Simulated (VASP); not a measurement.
**HfSiO4: single point with BLYP**

Crystal: HfSiO4.

```
Hf Si O
1.0
    -3.28625    3.28625    2.98160
     3.28625   -3.28625    2.98160
     3.28625    3.28625   -2.98160
Hf Si O
2 2 8
Cartesian
  0.0000 0.0000 0.0000
  0.0000 3.2862 1.4908
  0.0000 0.0000 2.9816
  3.2862 0.0000 1.4908
  2.0736 3.2862 1.0746
  3.2863 -1.2126 2.5654
  1.2126 0.0000 4.0562
  3.2862 1.2126 2.5654
  2.0736 0.0000 0.4162
  0.0000 1.2126 1.9070
  4.4989 0.0000 0.4162
  3.2862 2.0736 -1.0746
```

```json
{
 "Program": "VASP 6.6.1",
 "Task": "single point",
 "Functional": "BLYP",
 "Potentials or basis": "VASP PAW PBE potentials, release 64 (Hf_pv, Si, O)",
 "Cutoff": "520 eV",
 "k mesh": "5 × 5 × 5",
 "Occupations": "fermi-dirac, width 0.05 eV",
 "Spin": "no spin polarisation",
 "Dipole correction": "no",
 "Further INCAR settings": "ALGO = Normal; EDIFF = 1e-06; NBANDS = 50"
}
```

```
Pressure               : 11.2 GPa
Largest force          : 0.389 eV/Å
Band gap on the k mesh : 5.43 eV (least direct gap 5.78 eV)
```

Forces in eV/Å, atoms in the order of the input:
```
Hf   0.000  0.000  0.000
Hf   0.000  0.000  0.000
Si   0.000  0.000  0.000
Si   0.000  0.000  0.000
O   -0.333  0.000  0.201
O    0.000 -0.333  0.201
O    0.333  0.000  0.201
O    0.000  0.333  0.201
O   -0.333  0.000 -0.201
O    0.000  0.333 -0.201
O    0.333  0.000 -0.201
O    0.000 -0.333 -0.201
```

Stress tensor (GPa, compression positive):
```
10.38  0.00  0.00
 0.00 10.38  0.00
 0.00  0.00 12.74
```

Levels at points of the mesh, in eV from the valence-band top:
```
           k point  band 36  band 37  band 38  band 39  band 40  band 41
(0.00, 0.00, 0.00)    -0.58    -0.56     0.00     5.78     6.07     6.26
```

It took 82 s on 1 thread of Intel(R) Xeon(R) 6975P-C (Granite Rapids), on a shared host, peak memory 0.3 GiB.

Caveat: the cell stands under pressure; the PAW data sets were made with another functional, which shifts forces and pressure a little; spin-orbit coupling is left out, which moves the levels of the heavy elements; an odd mesh through Γ misses points on the zone boundary, where band edges can lie.
